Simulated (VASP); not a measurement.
TaGa2: relaxation of cell and atoms with PBE

Crystal: TaGa2.

```
CELL_PARAMETERS angstrom
0.00000 2.92092 2.92092
2.92092 0.00000 2.92092
2.92092 2.92092 0.00000
ATOMIC_POSITIONS crystal
Ta 0.00000 0.00000 0.00000
Ga 0.25000 0.25000 0.25000
Ga 0.50000 0.50000 0.50000
```

```yaml
Program: VASP 6.6.1
Task: relaxation of cell and atoms
Functional: PBE
Potentials_or_basis: VASP PAW PBE potentials, release 64 (Ta_pv, Ga_d)
Cutoff: 600 eV
k_mesh: 6 × 6 × 6
Occupations: gaussian, width 0.1 eV
Spin: no spin polarisation
Dipole_correction: no
Further_INCAR_settings: ALGO = Fast; EDIFF = 1e-06; IBRION = 2; EDIFFG = -0.04; NSW = 90; ISIF = 3
```

The relaxed volume is 18.85 Å³/atom. The relaxed cell is a = 4.308 Å, b = 4.308 Å, c = 4.308 Å, α = 60.00°, β = 60.00°, γ = 60.00°. The space group after relaxing (to 0.05 Å) is F-43m (No. 216) and the energy gained by relaxing is 98.9 meV/atom. The ionic steps are 3 and the pressure after relaxing is -0.2 GPa.

Step by step:
```tsv
step	energy change (eV)	largest force (eV/Å)	pressure (GPa)	volume (Å³)
1	0.0000	0.0000	16.23	49.84
2	-0.1129	0.0000	-8.14	63.00
3	-0.2967	0.0000	-0.16	56.54
```

Final structure:
```xyz
3
Lattice="0.0000 3.0463 3.0463 3.0463 0.0000 3.0463 3.0463 3.0463 0.0000" Properties=species:S:1:pos:R:3 pbc="T T T"
Ta    0.0000    0.0000    0.0000
Ga    1.5231    1.5231    1.5231
Ga    3.0463    3.0463    3.0463
```

Levels at points of the mesh, in eV from the Fermi level:
```csv
k point,band 14,band 15,band 16,band 17,band 18,band 19,band 20,band 21,band 22
"(0.00, 0.00, 0.00)",-11.03,-2.25,-2.25,-2.25,-0.12,-0.12,0.93,1.56,1.56
"(0.50, 0.00, 0.00)",-8.63,-6.84,-2.96,-2.96,-0.47,0.16,0.16,1.47,3.14
"(0.50, 0.50, 0.00)",-7.63,-7.26,-2.33,-2.33,-2.10,-0.87,0.50,0.85,0.85
```

Run time: 88 s on 1 thread of AMD EPYC 9R45 96-Core Processor (Zen 5) (shared host), peak memory 0.2 GiB.

Caveat: spin-orbit coupling is left out, which moves the levels of the heavy elements.
